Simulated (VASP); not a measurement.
# Te2Mo in VASP: further runs

The runs below take Te2Mo through single point, with PBE, r2SCAN.

Program: VASP 6.6.1. These are calculated values, not measurements. Logs are shortened: lines on timing, memory, paths and dates and some standing lists are left out, and cuts for length are marked.

## 1. The cell of the first run

The typed cell holds 6 atoms: a = 3.542 Å, b = 3.542 Å, c = 14.176 Å, α = 90.00°, β = 90.00°, γ = 120.00°.

## 2. Single point, PBE

INCAR reads:

```
  PREC = Accurate
  ENCUT = 520
  EDIFF = 1E-7
  ISMEAR = -1
  SIGMA = 0.02
  LREAL = False
  LASPH = True
  NELM = 80
  ALGO = Normal
  ISIF = 2
  LWAVE = False
  LCHARG = True
  GGA = PE
  LELF = True
  LVHAR = True
  NBANDS = 35
```

KPOINTS reads:

```
Automatic mesh
0
Gamma
  12 12 2
```

POSCAR reads:

```
Te2Mo
1.0
    3.5421311991      0.0000000000      0.0000000000
   -1.7710655996      3.0675756020      0.0000000000
    0.0000000000      0.0000000000     14.1762755547
Te Mo
4 2
Direct
    0.3333333333      0.6666666667      0.1233990641
    0.6666666667      0.3333333333      0.6234237379
    0.6666666667      0.3333333333      0.8766009359
    0.3333333333      0.6666666667      0.3765762621
    0.3333333333      0.6666666667      0.7500122962
    0.6666666667      0.3333333333      0.2499877038
```

Potentials or basis: VASP PAW PBE potentials, release 64 (Te, Mo_sv).

Run with:

```sh
> cat potpaw_PBE.64/Te/POTCAR potpaw_PBE.64/Mo_sv/POTCAR > POTCAR
> mpirun -np 1 vasp_std > vasp.out
```

OUTCAR:

```text
PREC = Accurate
   ENCUT = 520
   EDIFF = 1E-7
   ISMEAR = -1
   LREAL = False
   LASPH = True
   NELM = 80
   ISIF = 2
   GGA = PE

 ion  position               nearest neighbor table
   1  0.333  0.667  0.123-   6 2.72   6 2.72   6 2.72   4 3.59
   2  0.667  0.333  0.623-   5 2.72   5 2.72   5 2.72   3 3.59
   3  0.667  0.333  0.877-   5 2.72   5 2.72   5 2.72   2 3.59
   4  0.333  0.667  0.377-   6 2.72   6 2.72   6 2.72   1 3.59
   5  0.333  0.667  0.750-   2 2.72   2 2.72   2 2.72   3 2.72   3 2.72   3 2.72
   6  0.667  0.333  0.250-   4 2.72   4 2.72   4 2.72   1 2.72   1 2.72   1 2.72

  LATTYP: Found a hexagonal cell.
 ALAT       =     3.5421311991
 C/A-ratio  =     4.0021881624

  Lattice vectors:

 A1 = (   3.5421311991,   0.0000000000,   0.0000000000)
 A2 = (  -1.7710655996,   3.0675756020,   0.0000000000)
 A3 = (   0.0000000000,   0.0000000000,  14.1762755547)

Analysis of symmetry for initial positions (statically):
=====================================================================
 Subroutine PRICEL returns:
 Original cell was already a primitive cell.

 Routine SETGRP: Setting up the symmetry group for a
 hexagonal supercell.

 Subroutine GETGRP returns: Found 12 space group operations
 (whereof 12 operations were pure point group operations)
 out of a pool of 24 trial point group operations.

The static configuration has the point symmetry D_3d.

Analysis of symmetry for dynamics (positions and initial velocities):
=====================================================================
 Subroutine PRICEL returns:
 Original cell was already a primitive cell.

 Routine SETGRP: Setting up the symmetry group for a
 hexagonal supercell.

 Subroutine GETGRP returns: Found 12 space group operations
 (whereof 12 operations were pure point group operations)
 out of a pool of 24 trial point group operations.

The dynamic configuration has the point symmetry D_3d.

 Subroutine INISYM returns: Found 12 space group operations
 (whereof 12 operations are pure point group operations),
 and found     1 'primitive' translations

----------------------------------------------------------------------------------------

                                     Primitive cell

  volume of cell :     154.0359
[... 90 lines left out ...]
   ICHARG =      2    charge: 1-file 2-atom 10-const
   ISPIN  =      1    spin polarized calculation?
   LNONCOLLINEAR =      F non collinear calculations
   LSORBIT =      F    spin-orbit coupling
   LASPH  =      T    aspherical Exc in radial PAW
   ENCUT  =  520.0 eV  38.22 Ry    6.18 a.u.   6.59  6.59 26.36*2*pi/ulx,y,z
   NELM   =     80;   NELMIN=  2; NELMDL= -5     # of ELM steps
   EDIFF  = 0.1E-06   stopping-criterion for ELM
   LREAL  =      F    real-space projection
   EDIFFG = 0.1E-05   stopping-criterion for IOM
   NSW    =      0    number of steps for IOM
   IBRION =     -1    ionic relax: 0-MD 1-quasi-New 2-CG
   NFREE  =      0    steps in history (QN), initial steepest desc. (CG)
   ISIF   =      2    stress and relaxation
   ISYM   =      2    0-nonsym 1-usesym 2-fastsym
   POTIM  = 0.5000    time-step for ionic-motion
   TEBEG  =    0.0;   TEEND  =   0.0 temperature during run
   PSTRESS=    0.0 pullay stress
   NELECT =      52.0000    total number of electrons
   NUPDOWN=      -1.0000    fix difference up-down
   EMIN   =  10.00;   EMAX   =-10.00  energy-range for DOS
   EFERMI =   0.00;   METHOD = LEGACY
   ISMEAR =    -1;   SIGMA  =   0.02  broadening in eV -4-tet -1-fermi 0-gaus
   EFERMI_NEDOS =   21; number of points for ismear=-14 and -15
   IALGO  =     38    algorithm
   IMIX   =      4    mixing-type and parameters
     AMIX     =   0.40;   BMIX     =  1.00
     AMIX_MAG =   1.60;   BMIX_MAG =  1.00
  volume/ion in A,a.u.               =      25.67       173.25
  Fermi-wavevector in a.u.,A,eV,Ry     =   1.139905  2.154108 17.679179  1.299383
  Thomas-Fermi vector in A             =   2.276608
   LORBIT       =      0    0 simple, 1 ext, 2 COOP (PROOUT), +10 PAW based schemes
   GGA     = PE    functional components
   LHFCALC =     F    Hartree Fock is set to
   AEXX    =    0.0000 exact exchange contribution
   IVDW    =     0    specifies the selected vdW correction
   LEPSILON=     F    determine dielectric tensor
   LRPA    =     F    only Hartree local field effects (RPA)
 non-spin polarized calculation
  energy-cutoff  :      520.00
  volume of cell :      154.04
 maximum number of plane-waves:      4205
 NGX is ok and might be reduce to    28
   NGX = 13   NGY = 13   NGZ = 53

 number of electron      52.0000003 magnetization

 Free energy of the ion-electron system (eV)
  ---------------------------------------------------
  ext. energy  EPLUGINS =         0.00000000
  ---------------------------------------------------
  free energy    TOTEN  =       -36.02937694 eV

  energy without entropy =      -36.02937694  energy(sigma->0) =      -36.02937694

 E-fermi :   8.1631     XC(G=0): -10.2776

 val. band max:        7.7806345795   @ k =   0.0000   0.0000   0.0000
 cond. band min:       8.5958430497   @ k =   0.2500   0.1667   0.0000
 fundamental gap:      0.8152084702
 Fermi energy:         8.1630852369

 k-point     1 :       0.0000    0.0000    0.0000
  band No.  band energies     occupation
      1     -53.0403      2.00000
      2     -53.0403      2.00000
      3     -27.1944      2.00000
      4     -27.1944      2.00000
      5     -27.0895      2.00000
      6     -27.0895      2.00000
[... 901 lines left out ...]
     34      11.2579      0.00000
     35      13.0029      0.00000

 [... further k-points ...]
[... 5 lines left out ...]
  --------------------------------------------------------------------------------------
  -------------------------------------------------------------------------------------
  Total        1.3965939      1.3965939      2.6703552     -0.0000000      0.0000000      0.0000000
  in kB       14.5264218     14.5264218     27.7752229     -0.0000000      0.0000000      0.0000000
  external PRESSURE =      18.9426888 kB  Pullay stress =       0.0000000 kB

 VOLUME and BASIS-vectors are now :
 -----------------------------------------------------------------------------
  energy-cutoff  :      520.00
  volume of cell :      154.04
      direct lattice vectors                 reciprocal lattice vectors
     3.542131199  0.000000000  0.000000000     0.282315912  0.162995168  0.000000000
    -1.771065600  3.067575602  0.000000000     0.000000000  0.325990336  0.000000000
     0.000000000  0.000000000 14.176275555     0.000000000  0.000000000  0.070540390

 POSITION                                       TOTAL-FORCE (eV/Angst)
 -----------------------------------------------------------------------------------
     -0.00000      2.04505      1.74934         0.000000      0.000000     -0.212852
      1.77107      1.02253      8.83783         0.000000      0.000000     -0.213019
      1.77107      1.02253     12.42694         0.000000     -0.000000      0.212852
     -0.00000      2.04505      5.33845         0.000000     -0.000000      0.213019
     -0.00000      2.04505     10.63238        -0.000000      0.000000     -0.000054
      1.77107      1.02253      3.54389        -0.000000      0.000000      0.000054
 -----------------------------------------------------------------------------------
    total drift:                                0.000000      0.000000     -0.000000

  FREE ENERGIE OF THE ION-ELECTRON SYSTEM (eV)
  ---------------------------------------------------
  free  energy   TOTEN  =       -36.0293769425 eV

  energy  without entropy=      -36.0293769424  energy(sigma->0) =      -36.02937694
```

OSZICAR:

```text
N       E                     dE             d eps       ncg     rms          rms(c)
DAV:   1     0.394759597994E+03    0.39476E+03   -0.27014E+04  3020   0.133E+03
DAV:   2    -0.159322904041E+02   -0.41069E+03   -0.39793E+03  3295   0.318E+02
DAV:   3    -0.367978148265E+02   -0.20866E+02   -0.20469E+02  3242   0.624E+01
DAV:   4    -0.372918541138E+02   -0.49404E+00   -0.49180E+00  3198   0.939E+00
DAV:   5    -0.373044176653E+02   -0.12564E-01   -0.12559E-01  3290   0.154E+00    0.213E+01
DAV:   6    -0.365523364044E+02    0.75208E+00   -0.60153E+00  2922   0.134E+01    0.884E+00
DAV:   7    -0.364634652160E+02    0.88871E-01   -0.49865E+00  2780   0.109E+01    0.619E+00
DAV:   8    -0.360323888382E+02    0.43108E+00   -0.94291E-01  2804   0.536E+00    0.256E+00
DAV:   9    -0.360365249682E+02   -0.41361E-02   -0.21209E-01  3122   0.209E+00    0.106E+00
DAV:  10    -0.360291107294E+02    0.74142E-02   -0.31796E-02  2840   0.105E+00    0.349E-01
DAV:  11    -0.360294989137E+02   -0.38818E-03   -0.20367E-03  3046   0.216E-01    0.165E-01
DAV:  12    -0.360294205253E+02    0.78388E-04   -0.14433E-04  3109   0.615E-02    0.152E-01
DAV:  13    -0.360293784658E+02    0.42060E-04   -0.13780E-04  2866   0.624E-02    0.416E-02
DAV:  14    -0.360293769556E+02    0.15102E-05   -0.13712E-05  3180   0.163E-02    0.287E-02
DAV:  15    -0.360293769425E+02    0.13150E-07   -0.49119E-07  2590   0.325E-03
   1 F= -.36029377E+02 E0= -.36029377E+02  d E =-.316693E-10
```

Wall time 2.3 min (1 thread of AMD EPYC 9R45 (Zen 5), shared host); peak memory 0.34 GiB.

Results:

| Quantity | Value |
| --- | --- |
| Free energy | -36.0294 eV |
| Pressure | 1.9 GPa |
| Largest force | 0.213 eV/Å |
| Band gap on the k mesh | 0.82 eV (least direct gap 1.00 eV) |

Forces on the atoms (eV/Å):
```
Te   0.000  0.000 -0.213
Te   0.000  0.000 -0.213
Te   0.000  0.000  0.213
Te   0.000  0.000  0.213
Mo   0.000  0.000  0.000
Mo   0.000  0.000  0.000
```

Caveat: spin-orbit coupling is left out, which moves the levels of the heavy elements.

## 3. Single point, PBE (uniaxial z strain +4.9%)

INCAR reads:

```
ALGO     = Normal         # electronic algorithm
EDIFF    = 1E-6           # SCF threshold, eV
ENCUT    = 520            # plane-wave cutoff, eV
GGA      = PE             # functional
ISIF     = 2              # what is computed and relaxed
ISMEAR   = -1             # smearing method
LASPH    = T              # aspherical terms in the spheres
LCHARG   = F              # write CHGCAR
LREAL    = F              # projectors in reciprocal space
LWAVE    = F              # write WAVECAR
NBANDS   = 35             # bands
NELM     = 100            # most SCF steps
PREC     = Accurate       # precision mode
SIGMA    = 0.02           # smearing width, eV
```

KPOINTS reads:

```
k-points
0
Gamma
  12 12 2
```

POSCAR reads:

```
Te2Mo
1.0
    3.5421311991      0.0000000000      0.0000000000
   -1.7710655996      3.0675756020      0.0000000000
    0.0000000000      0.0000000000     14.8751659395
Te Mo
4 2
Direct
    0.3333333333      0.6666666667      0.1289948110
    0.6666666667      0.3333333333      0.6290034836
    0.6666666667      0.3333333333      0.8710051890
    0.3333333333      0.6666666667      0.3709965164
    0.3333333333      0.6666666667      0.7500043130
    0.6666666667      0.3333333333      0.2499956870
```

Potentials or basis: VASP PAW PBE potentials, release 64 (Te, Mo_sv).

Run with:

```sh
> cat potpaw_PBE.64/Te/POTCAR potpaw_PBE.64/Mo_sv/POTCAR > POTCAR
> mpirun -np 1 vasp_std > vasp.out
```

It took 2.3 min on 1 thread of AMD EPYC 9R45 (Zen 5), shared host; peak memory 0.36 GiB.

The run converged. Its results:

| Item | Value |
| --- | --- |
| Free energy | -36.0644 eV |
| Pressure | 1.2 GPa |
| Largest force | 0.188 eV/Å |
| Band gap on the k mesh | 0.98 eV (least direct gap 1.04 eV) |

Forces in eV/Å, atoms in the order of the input:
```
Te   0.000  0.000 -0.188
Te   0.000  0.000 -0.188
Te   0.000  0.000  0.188
Te   0.000  0.000  0.188
Mo   0.000  0.000  0.000
Mo   0.000  0.000  0.000
```

Stress tensor (GPa, compression positive):
```
1.08 0.00 0.00
0.00 1.08 0.00
0.00 0.00 1.55
```

Levels at points of the mesh, in eV from the valence-band top:
| k point | band 24 | band 25 | band 26 | band 27 | band 28 | band 29 |
| --- | --- | --- | --- | --- | --- | --- |
| (0.00, 0.00, 0.00) | -0.82 | -0.74 | -0.06 | 3.01 | 3.01 | 3.07 |
| (0.50, 0.00, 0.00) | -0.81 | -0.43 | -0.30 | 1.35 | 1.38 | 1.59 |
| (0.00, 0.00, 0.50) | -0.94 | -0.20 | -0.20 | 3.03 | 3.03 | 3.03 |
| (0.50, 0.00, 0.50) | -0.81 | -0.37 | -0.37 | 1.36 | 1.36 | 1.70 |

Caveat: the cell differs from its parent crystal (uniaxial z strain +4.9%); spin-orbit coupling is left out, which moves the levels of the heavy elements. A k mesh can miss the band edges.

## 4. Single point, r2SCAN

POSCAR reads:

```
Te2Mo
1.0
    3.5421311991      0.0000000000      0.0000000000
   -1.7710655996      3.0675756020      0.0000000000
    0.0000000000      0.0000000000     14.1762755547
Te Mo
4 2
Direct
    0.3333333333      0.6666666667      0.1233990641
    0.6666666667      0.3333333333      0.6234237379
    0.6666666667      0.3333333333      0.8766009359
    0.3333333333      0.6666666667      0.3765762621
    0.3333333333      0.6666666667      0.7500122962
    0.6666666667      0.3333333333      0.2499877038
```

INCAR.step1 reads:

```
PREC = Accurate ; ENCUT = 520
ISMEAR = 0 ; SIGMA = 0.01
LREAL = F ; LASPH = T
NELM = 60 ; NBANDS = 35
GGA = PE ; ALGO = Normal
EDIFF = 1E-4 ; LWAVE = T
LCHARG = F
```

INCAR.step2 reads:

```
PREC = Accurate ; ENCUT = 520
EDIFF = 1E-7 ; ISMEAR = 0
SIGMA = 0.01 ; LREAL = F
LASPH = T ; NELM = 60
ALGO = Normal ; ISIF = 2
LWAVE = F ; LCHARG = T
METAGGA = R2SCAN ; LMIXTAU = T
LELF = T ; LVHAR = T
NBANDS = 35 ; ISTART = 1
```

KPOINTS reads:

```
Automatic mesh
0
Gamma
  12 12 2
```

Run with:

```sh
> cat potpaw_PBE.64/Te/POTCAR potpaw_PBE.64/Mo_sv/POTCAR > POTCAR
> cp INCAR.step1 INCAR
> mpirun -np 1 vasp_std > vasp.out
> cp INCAR.step2 INCAR
> mpirun -np 1 vasp_std > vasp.out
```

Wall time 10 min (1 thread of AMD EPYC 9R45 (Zen 5), shared host); peak memory 0.38 GiB.

The run converged. Its results:

| Quantity | Value |
| --- | --- |
| Free energy | -155.6367 eV |
| Pressure | 1.3 GPa |
| Largest force | 0.008 eV/Å |
| Band gap on the k mesh | 0.93 eV (least direct gap 1.09 eV) |

Forces on the atoms (eV/Å):
```
Te   0.000  0.000  0.008
Te   0.000  0.000  0.008
Te   0.000  0.000 -0.008
Te   0.000  0.000 -0.008
Mo   0.000  0.000  0.000
Mo   0.000  0.000  0.000
```

Levels at points of the mesh, in eV from the valence-band top:
| k point | band 24 | band 25 | band 26 | band 27 | band 28 | band 29 |
| --- | --- | --- | --- | --- | --- | --- |
| (0.00, 0.00, 0.00) | -0.98 | -0.50 | 0.00 | 2.98 | 2.98 | 3.09 |
| (0.50, 0.00, 0.00) | -0.95 | -0.73 | -0.49 | 1.31 | 1.37 | 1.58 |
| (0.00, 0.00, 0.50) | -1.16 | -0.12 | -0.12 | 3.02 | 3.02 | 3.02 |
| (0.50, 0.00, 0.50) | -0.97 | -0.61 | -0.61 | 1.34 | 1.34 | 1.73 |

Caveat: the PAW data sets were made with another functional, which shifts forces and pressure a little; spin-orbit coupling is left out, which moves the levels of the heavy elements.

## 5. The runs side by side

```csv
level,cell,smearing,gap on the mesh (eV),pressure (GPa),largest force (eV/Å)
PBE,"a = 3.542, b = 3.542, c = 14.176 Å, angles 90.0, 90.0, 120.0°, 6 atoms, atomic positions A",fermi-dirac 0.02 eV,0.82,1.9,0.21
PBE,"a = 3.542, b = 3.542, c = 14.875 Å, angles 90.0, 90.0, 120.0°, 6 atoms, atomic positions B",fermi-dirac 0.02 eV,0.98,1.2,0.19
r2SCAN,"a = 3.542, b = 3.542, c = 14.176 Å, angles 90.0, 90.0, 120.0°, 6 atoms, atomic positions A",gaussian 0.01 eV,0.93,1.3,0.01
```

Alike in all rows: task single point; potentials or basis VASP PAW PBE potentials, release 64 (Te, Mo_sv); no spin polarisation; k mesh 12 × 12 × 2; cutoff (eV) 520.

Caveats: spin-orbit coupling is left out, which moves the levels of the heavy elements; the PAW data sets were made with another functional, which shifts forces and pressure a little (at least some runs).

Total energies depend on the potentials used, so only differences within one code and one set of settings carry meaning.
